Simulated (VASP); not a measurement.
Wanted: the native input for a VASP 6.6.1 run.

```
Task                   : electric field gradients
Functional             : PBE
Potentials or basis    : VASP PAW PBE potentials, release 64 (Sn_d, Te, Se)
Cutoff                 : 520 eV
k mesh                 : 2 × 3 × 2
Occupations            : fermi-dirac, width 0.01 eV
Spin                   : no spin polarisation
Dipole correction      : no
Further INCAR settings : LREAL = Auto; ALGO = Normal; EDIFF = 1e-08; NBANDS = 182
```

The structure of Sn16TeSe15 (a cell with a defect) lies in POSCAR:

```
Sn16TeSe15
1.0
   11.6644585000      0.0000000000      0.0000000000
    0.0000000000      8.2525019000      0.0000000000
    0.0000000000      0.0000000000      9.4018149000
Sn Te Se
16 1 15
Direct
    0.6187868500      0.3750000000      0.1882771500
    0.6187868500      0.3750000000      0.6882771500
    0.6187868500      0.8750000000      0.1882771500
    0.6187868500      0.8750000000      0.6882771500
    0.8812131500      0.1250000000      0.4382771500
    0.8812131500      0.1250000000      0.9382771500
    0.8812131500      0.6250000000      0.4382771500
    0.8812131500      0.6250000000      0.9382771500
    0.3812131500      0.1250000000      0.3117228500
    0.3812131500      0.1250000000      0.8117228500
    0.3812131500      0.6250000000      0.3117228500
    0.3812131500      0.6250000000      0.8117228500
    0.1187868500      0.3750000000      0.0617228500
    0.1187868500      0.3750000000      0.5617228500
    0.1187868500      0.8750000000      0.0617228500
    0.1187868500      0.8750000000      0.5617228500
    0.1485530300      0.1250000000      0.2545909000
    0.1485530300      0.1250000000      0.7545909000
    0.1485530300      0.6250000000      0.2545909000
    0.1485530300      0.6250000000      0.7545909000
    0.6485530300      0.1250000000      0.4954091000
    0.6485530300      0.1250000000      0.9954091000
    0.6485530300      0.6250000000      0.4954091000
    0.6485530300      0.6250000000      0.9954091000
    0.3514469700      0.3750000000      0.0045909000
    0.3514469700      0.3750000000      0.5045909000
    0.3514469700      0.8750000000      0.0045909000
    0.3514469700      0.8750000000      0.5045909000
    0.8514469700      0.3750000000      0.2454091000
    0.8514469700      0.3750000000      0.7454091000
    0.8514469700      0.8750000000      0.2454091000
    0.8514469700      0.8750000000      0.7454091000
```

One way to write it, as run:

INCAR

```
SYSTEM = Sn16TeSe15
PREC     = Accurate       ! precision mode
ENCUT    = 520            ! plane-wave cutoff, eV
EDIFF    = 1E-8           ! SCF threshold, eV
ISMEAR   = -1             ! smearing method
SIGMA    = 0.01           ! smearing width, eV
LREAL    = Auto         
LASPH    = .TRUE.         ! aspherical terms in the spheres
NELM     = 100            ! most SCF steps
ALGO     = Normal         ! electronic algorithm
ISIF     = 2              ! what is computed and relaxed
LWAVE    = .FALSE.        ! write WAVECAR
LCHARG   = .FALSE.        ! write CHGCAR
GGA      = PE             ! functional
LEFG     = .TRUE.       
NBANDS   = 182            ! bands
```

KPOINTS

```
Automatic mesh
0
G
  2 3 2
  0 0 0
```

Potentials or basis: VASP PAW PBE potentials, release 64 (Sn_d, Te, Se).

Launch:

```console
$ cat potpaw_PBE.64/Sn_d/POTCAR potpaw_PBE.64/Te/POTCAR potpaw_PBE.64/Se/POTCAR > POTCAR
$ mpirun -np 1 vasp_std > vasp.out
```

Results of the run:

The pressure is 1.8 GPa. The largest force is 1.569 eV/Å and the band gap on the k mesh is 0.83 eV.

Caveat: without QUAD_EFG the Cq values of the log hold for a quadrupole moment of 1 mb, not for the nuclei; spin-orbit coupling is left out, which moves the levels of the heavy elements.

It took 46 min on 1 thread of Intel(R) Xeon(R) Platinum 8488C (Sapphire Rapids), on a shared host, peak memory 1.3 GiB.
